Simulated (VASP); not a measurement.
Here is a VASP 6.6.1 calculation.

The input INCAR:

```
SYSTEM = BAs
ALGO = Normal ; EDIFF = 1E-7
ENCUT = 520 ; GGA = PE
ISIF = 2 ; ISMEAR = -1
LASPH = .TRUE. ; LCHARG = .FALSE.
LREAL = .FALSE. ; LWAVE = .FALSE.
NBANDS = 11 ; NELM = 80
PREC = Accurate ; SIGMA = 0.1
```

File KPOINTS:

```
k-points
0
G
  16 16 16
  0 0 0
```

File POSCAR:

```
BAs
1.0
    0.0000000000      2.3071144792      2.3071144792
    2.3071144792      0.0000000000      2.3071144792
    2.3071144792      2.3071144792      0.0000000000
B As
1 1
Direct
    0.0000000000      0.0000000000      0.0000000000
    0.5000000000      0.5000000000      0.5000000000
```

Potentials or basis: VASP PAW PBE potentials, release 64 (B, As).

Command:

```bash
$ cat potpaw_PBE.64/B/POTCAR potpaw_PBE.64/As/POTCAR > POTCAR
$ mpirun -np 1 vasp_std > vasp.out
```

Q: What does it give for the pressure?

A: 0.3 GPa.

Q: What does it give for the band gap on the k mesh?

A: Zero (band 4 reaches 8.84 eV, above the bottom of band 5 at 3.88 eV).
